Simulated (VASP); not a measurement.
# TaN (P-6m2) in VASP: notebook, part 3 of 3

VASP 6.6.1. Earlier steps stand in the parts before.

**6. Single point, RPBE**

This run uses another cell than the first one, of 10.78 Å³/atom, 1.111 times its volume.

INCAR reads:

```
ALGO = Normal
EDIFF = 1E-6
ENCUT = 520
GGA = RP
ISIF = 2
ISMEAR = -1
LASPH = T
LCHARG = T
LELF = T
LREAL = F
LVHAR = T
LWAVE = F
NBANDS = 15
NELM = 100
PREC = Accurate
SIGMA = 0.15
```

KPOINTS reads:

```
k-points
0
Gamma
  9 9 8
```

POSCAR reads:

```
TaN
1.0
    2.9380000000      0.0000000000      0.0000000000
   -1.4690000000      2.5444000000      0.0000000000
    0.0000000000      0.0000000000      2.8830000000
Ta N
1 1
Direct
    0.3333333333      0.6666666667      0.5000000000
    0.0000000000      0.0000000000      0.0000000000
```

Potentials or basis: VASP PAW PBE potentials, release 64 (Ta_pv, N).

Launch:

```bash
$ cat potpaw_PBE.64/Ta_pv/POTCAR potpaw_PBE.64/N/POTCAR > POTCAR
$ mpirun -np 1 vasp_std > vasp.out
```

OUTCAR:

```text
EDIFF = 1E-6
   ENCUT = 520
   GGA = RP
   ISIF = 2
   ISMEAR = -1
   LASPH = T
   LREAL = F
   NELM = 100
   PREC = Accurate

 ion  position               nearest neighbor table
   1  0.333  0.667  0.500-   2 2.23   2 2.23   2 2.23   2 2.23   2 2.23   2 2.23
   2  0.000  0.000  0.000-   1 2.23   1 2.23   1 2.23   1 2.23   1 2.23   1 2.23

  LATTYP: Found a hexagonal cell.
 ALAT       =     2.9380000000
 C/A-ratio  =     0.9812797822

  Lattice vectors:

 A1 = (   2.9380000000,   0.0000000000,   0.0000000000)
 A2 = (  -1.4690000000,   2.5444000000,   0.0000000000)
 A3 = (   0.0000000000,   0.0000000000,   2.8830000000)

Analysis of symmetry for initial positions (statically):
=====================================================================
 Subroutine PRICEL returns:
 Original cell was already a primitive cell.

 Routine SETGRP: Setting up the symmetry group for a
 hexagonal supercell.

 Subroutine GETGRP returns: Found 12 space group operations
 (whereof 12 operations were pure point group operations)
 out of a pool of 24 trial point group operations.

The static configuration has the point symmetry D_3h.

Analysis of symmetry for dynamics (positions and initial velocities):
=====================================================================
 Subroutine PRICEL returns:
 Original cell was already a primitive cell.

 Routine SETGRP: Setting up the symmetry group for a
 hexagonal supercell.

 Subroutine GETGRP returns: Found 12 space group operations
 (whereof 12 operations were pure point group operations)
 out of a pool of 24 trial point group operations.

The dynamic configuration has the point symmetry D_3h.

 Subroutine INISYM returns: Found 12 space group operations
 (whereof 12 operations are pure point group operations),
 and found     1 'primitive' translations

----------------------------------------------------------------------------------------

                                     Primitive cell

  volume of cell :      21.5517

  direct lattice vectors                    reciprocal lattice vectors
     2.938000000  0.000000000  0.000000000     0.340367597  0.196509983  0.000000000
    -1.469000000  2.544400000  0.000000000     0.000000000  0.393019965  0.000000000
     0.000000000  0.000000000  2.883000000     0.000000000  0.000000000  0.346860909

  length of vectors
     2.938000000  2.938015037  2.883000000     0.393021977  0.393019965  0.346860909

  position of ions in fractional coordinates (direct lattice)
     0.333333333  0.666666667  0.500000000
     0.000000000  0.000000000  0.000000000

  ion indices of the primitive-cell ions
   primitive index   ion index
                 1           1
                 2           2

----------------------------------------------------------------------------------------

 KPOINTS: k-points

Automatic generation of k-mesh.
 Grid dimensions read from file:
 generate k-points for:    9    9    8

 Generating k-lattice:

[... 23 lines left out ...]
  0.111111  0.111111  0.000000      6.000000
[... 16 lines left out ...]
  0.333333  0.222222  0.125000     24.000000
  0.333333  0.333333  0.125000      4.000000
 [... further k-points ...]
   k-points           NKPTS =     60   k-points in BZ     NKDIM =     60   number of bands    NBANDS=     15
   number of dos      NEDOS =    301   number of ions     NIONS =      2
   total plane-waves  NPLWV =  13824
   dimension x,y,z NGX =    24 NGY =   24 NGZ =   24
   dimension x,y,z NGXF=    48 NGYF=   48 NGZF=   48
   ions per type =               1   1
   NGX,Y,Z   is equivalent  to a cutoff of  13.58, 13.58, 13.84 a.u.
   NGXF,Y,Z  is equivalent  to a cutoff of  27.16, 27.16, 27.68 a.u.
 SYSTEM =  unknown system
   PREC   = accura    normal or accurate (medium, high low for compatibility)
   ISTART =      0    job   : 0-new  1-cont  2-samecut
   ICHARG =      2    charge: 1-file 2-atom 10-const
   ISPIN  =      1    spin polarized calculation?
   LNONCOLLINEAR =      F non collinear calculations
   LSORBIT =      F    spin-orbit coupling
   LASPH  =      T    aspherical Exc in radial PAW
   ENCUT  =  520.0 eV  38.22 Ry    6.18 a.u.   5.46  5.46  5.36*2*pi/ulx,y,z
   NELM   =    100;   NELMIN=  2; NELMDL= -5     # of ELM steps
   EDIFF  = 0.1E-05   stopping-criterion for ELM
   LREAL  =      F    real-space projection
   EDIFFG = 0.1E-04   stopping-criterion for IOM
   NSW    =      0    number of steps for IOM
   IBRION =     -1    ionic relax: 0-MD 1-quasi-New 2-CG
   NFREE  =      0    steps in history (QN), initial steepest desc. (CG)
   ISIF   =      2    stress and relaxation
   ISYM   =      2    0-nonsym 1-usesym 2-fastsym
   POTIM  = 0.5000    time-step for ionic-motion
   TEBEG  =    0.0;   TEEND  =   0.0 temperature during run
   PSTRESS=    0.0 pullay stress
   NELECT =      16.0000    total number of electrons
   NUPDOWN=      -1.0000    fix difference up-down
   EMIN   =  10.00;   EMAX   =-10.00  energy-range for DOS
   EFERMI =   0.00;   METHOD = LEGACY
   ISMEAR =    -1;   SIGMA  =   0.15  broadening in eV -4-tet -1-fermi 0-gaus
   EFERMI_NEDOS =   21; number of points for ismear=-14 and -15
   IALGO  =     38    algorithm
   IMIX   =      4    mixing-type and parameters
     AMIX     =   0.40;   BMIX     =  1.00
     AMIX_MAG =   1.60;   BMIX_MAG =  1.00
  volume/ion in A,a.u.               =      10.78        72.72
  Fermi-wavevector in a.u.,A,eV,Ry     =   1.482362  2.801258 29.897395  2.197397
  Thomas-Fermi vector in A             =   2.596157
   LORBIT       =      0    0 simple, 1 ext, 2 COOP (PROOUT), +10 PAW based schemes
   GGA     = RP    functional components
   LHFCALC =     F    Hartree Fock is set to
   AEXX    =    0.0000 exact exchange contribution
   IVDW    =     0    specifies the selected vdW correction
   LEPSILON=     F    determine dielectric tensor
   LRPA    =     F    only Hartree local field effects (RPA)
 non-spin polarized calculation
  energy-cutoff  :      520.00
  volume of cell :       21.55
 maximum number of plane-waves:       599
 NGX is ok and might be reduce to    24
   NGX = 11   NGY = 11   NGZ = 11

 number of electron      15.9999999 magnetization

 Free energy of the ion-electron system (eV)
  ---------------------------------------------------
  ext. energy  EPLUGINS =         0.00000000
  ---------------------------------------------------
  free energy    TOTEN  =       -21.39925879 eV

  energy without entropy =      -21.39053305  energy(sigma->0) =      -21.39489592

 E-fermi :   8.4309     XC(G=0): -13.2775

 val. band max:        8.2837839338   @ k =   0.0000   0.0000   0.5000
 cond. band min:       8.4381869395   @ k =   0.0000   0.0000   0.3750
 fundamental gap:      0.1544030057
 Fermi energy:         8.4309439084

 k-point     1 :       0.0000    0.0000    0.0000
  band No.  band energies     occupation
      1     -26.5223      2.00000
      2     -26.2604      2.00000
      3     -26.2604      2.00000
      4      -9.4882      2.00000
      5       3.7933      2.00000
      6       3.7934      2.00000
      7       4.1526      2.00000
      8       5.4281      2.00000
      9      10.5515      0.00000
     10      11.9569      0.00000
     11      11.9570      0.00000
     12      12.3861      0.00000
     13      12.3861      0.00000
     14      21.4873      0.00000
[... 401 lines left out ...]
      2     -26.9092      2.00000
      3     -26.4829      2.00000
      4      -6.9381      2.00000
      5       1.2952      2.00000
      6       2.1819      2.00000
      7       2.8924      2.00000
      8       7.9378      1.92801
      9      10.2604      0.00001
     10      10.8187      0.00000
     11      11.4731      0.00000
     12      15.5084      0.00000
     13      20.1366      0.00000
     14      21.7825      0.00000
     15      22.1564      0.00000

 [... further k-points ...]

------------------------ aborting loop because EDIFF is reached ----------------------------------------

  FORCE on cell =-STRESS in cart. coord.  units (eV):
  Direction    XX          YY          ZZ          XY          YZ          ZX
  --------------------------------------------------------------------------------------
  -------------------------------------------------------------------------------------
  Total        1.2629129      1.2629301      1.5571885      0.0000000     -0.0000000      0.0000000
  in kB       93.8862843     93.8875657    115.7630496      0.0000000     -0.0000000      0.0000000
  external PRESSURE =     101.1789666 kB  Pullay stress =       0.0000000 kB

 VOLUME and BASIS-vectors are now :
 -----------------------------------------------------------------------------
  energy-cutoff  :      520.00
  volume of cell :       21.55
      direct lattice vectors                 reciprocal lattice vectors
     2.938000000  0.000000000  0.000000000     0.340367597  0.196509983  0.000000000
    -1.469000000  2.544400000  0.000000000     0.000000000  0.393019965  0.000000000
     0.000000000  0.000000000  2.883000000     0.000000000  0.000000000  0.346860909

 POSITION                                       TOTAL-FORCE (eV/Angst)
 -----------------------------------------------------------------------------------
     -0.00000      1.69627      1.44150        -0.000000      0.000000      0.000000
      0.00000      0.00000      0.00000         0.000000      0.000000      0.000000
 -----------------------------------------------------------------------------------
    total drift:                                0.000000      0.000240     -0.000000

  FREE ENERGIE OF THE ION-ELECTRON SYSTEM (eV)
  ---------------------------------------------------
  free  energy   TOTEN  =       -21.3992587924 eV

  energy  without entropy=      -21.3905330500  energy(sigma->0) =      -21.39489592
```

stdout:

```text
POSCAR found type information on POSCAR TaN
 POSCAR found :  2 types and       2 ions
 scaLAPACK will be used
 -----------------------------------------------------------------------------
|                                                                             |
|                                                                             |
|     You enforced a specific xc type in the INCAR file but a different       |
|     I HOPE YOU KNOW WHAT YOU ARE DOING!                                     |
|                                                                             |
 -----------------------------------------------------------------------------

 LDA part: xc-table for (Slater+PW92), standard interpolation
 POSCAR, INCAR and KPOINTS ok, starting setup
 FFT: planning ... GRIDC
 FFT: planning ... GRID_SOFT
 FFT: planning ... GRID
 WAVECAR not read
 entering main loop
```

Run time: 26 s. Hardware: 1 thread of AMD EPYC 7R43 (Zen 3), shared host; peak memory 0.11 GiB.

Results:

* Free energy: -21.3993 eV
* Pressure: 10.1 GPa
* Band gap on the k mesh: zero (band 8 reaches 8.48 eV, above the bottom of band 9 at 8.28 eV)

Stress tensor (GPa, compression positive):
```
 9.39  0.00  0.00
 0.00  9.39  0.00
 0.00  0.00 11.58
```

Caveat: the PAW data sets were made with another functional, which shifts forces and pressure a little; spin-orbit coupling is left out, which moves the levels of the heavy elements.

**7. Overview**

```csv
cell,gap on the mesh (eV),pressure (GPa)
"a = 2.837, b = 2.837, c = 2.784 Å, angles 90.0, 90.0, 120.0°, 2 atoms",none,58.5
"a = 2.863, b = 2.863, c = 2.809 Å, angles 90.0, 90.0, 120.0°, 2 atoms",none,43.9
"a = 2.888, b = 2.888, c = 2.834 Å, angles 90.0, 90.0, 120.0°, 2 atoms",none,31.1
"a = 2.913, b = 2.913, c = 2.859 Å, angles 90.0, 90.0, 120.0°, 2 atoms",none,19.9
"a = 2.938, b = 2.938, c = 2.883 Å, angles 90.0, 90.0, 120.0°, 2 atoms",none,10.1
```

Alike in all rows: task single point; level RPBE; potentials or basis VASP PAW PBE potentials, release 64 (Ta_pv, N); no spin polarisation; k mesh 9 × 9 × 8; cutoff (eV) 520; smearing fermi-dirac 0.15 eV.

Caveats: the PAW data sets were made with another functional, which shifts forces and pressure a little; spin-orbit coupling is left out, which moves the levels of the heavy elements.

Absolute energies hang on the potentials; compare differences alone.
